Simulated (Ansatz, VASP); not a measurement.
## One calculation of SrTiO3, two programs

```xyz
5
Lattice="4.0200 0.0000 0.0000 0.0000 4.0200 0.0000 0.0000 0.0000 4.0200" Properties=species:S:1:pos:R:3 pbc="T T T"
Sr    0.0000    0.0000    0.0000
Ti    2.0100    2.0100    2.0100
O     2.0100    2.0100    0.0000
O     2.0100    0.0000    2.0100
O     0.0000    2.0100    2.0100
```

Alike in both runs: task single point; functional PBEsol; k mesh 4 × 4 × 4; occupations gaussian, width 0.05 eV; no spin polarisation.

```csv
,VASP,Ansatz
version,VASP 6.6.1,Ansatz 0.2.0
potentials or method,"VASP PAW PBE potentials, release 64 (Sr_sv, Ti_sv, O), cutoff 520 eV","scalar-relativistic, plane waves, PAW"
valence electrons in the cell,40,40
```

Ansatz gave:

```
gap on the k mesh at the Fermi level (eV) : 1.65
least direct gap on the mesh (eV)         : 2.05
pressure (GPa)                            : -14.6
```

Question: Which values does VASP return?

Answer: gap on the k mesh at the Fermi level (eV): 1.63; least direct gap on the mesh (eV): 2.03; pressure (GPa): -14.1.

VASP's potentials were made for PBE, not for PBEsol.
